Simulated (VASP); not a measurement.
Write the native input for VASP 6.6.1 that does the following.

| Quantity | Value |
| --- | --- |
| Task | electric field gradients |
| Functional | PBE |
| Potentials or basis | VASP PAW PBE potentials, release 64 (Si, O) |
| Cutoff | 520 eV |
| k mesh | 6 × 6 × 9 |
| Occupations | fermi-dirac, width 0.03 eV |
| Spin | no spin polarisation |
| Dipole correction | no |
| Further INCAR settings | ALGO = Normal; EDIFF = 1e-08; NBANDS = 25 |

The structure of SiO2 lies in POSCAR:

```
SiO2
1.0
    4.2637020000      0.0000000000      0.0000000000
    0.0000000000      4.2637020000      0.0000000000
    0.0000000000      0.0000000000      2.6678000000
Si O
2 4
Direct
    0.0000000000      0.0000000000      0.0000000000
    0.5000000000      0.5000000000      0.5000000000
    0.3067000000      0.3067000000      0.0000000000
    0.1933000000      0.8067000000      0.5000000000
    0.6933000000      0.6933000000      0.0000000000
    0.8067000000      0.1933000000      0.5000000000
```

This cell differs from its parent crystal: equal xx and yy strain of +2 %.

These files were run (other wordings do the same):

INCAR

```
SYSTEM = SiO2
  PREC = Accurate
  ENCUT = 520
  EDIFF = 1E-8
  ISMEAR = -1
  SIGMA = 0.03
  LREAL = .FALSE.
  LASPH = .TRUE.
  NELM = 100
  ALGO = Normal
  ISIF = 2
  LWAVE = .FALSE.
  LCHARG = .FALSE.
  GGA = PE
  LEFG = .TRUE.
  NBANDS = 25
```

KPOINTS

```
Automatic mesh
0
G
  6 6 9
  0 0 0
```

Potentials or basis: VASP PAW PBE potentials, release 64 (Si, O).

Run with:

```sh
$ cat potpaw_PBE.64/Si/POTCAR potpaw_PBE.64/O/POTCAR > POTCAR
$ mpirun -np 1 vasp_std > vasp.out
```

Results of the run:

```
Pressure               : -0.6 GPa
Largest force          : 0.171 eV/Å
Band gap on the k mesh : 4.99 eV, direct
```

Caveat: the cell differs from its parent crystal (equal xx and yy strain of +2 %); without QUAD_EFG the Cq values of the log hold for a quadrupole moment of 1 mb, not for the nuclei.

Run time: 76 s on 1 thread of Intel Xeon 8259CL, on a shared host, peak memory 0.18 GiB.
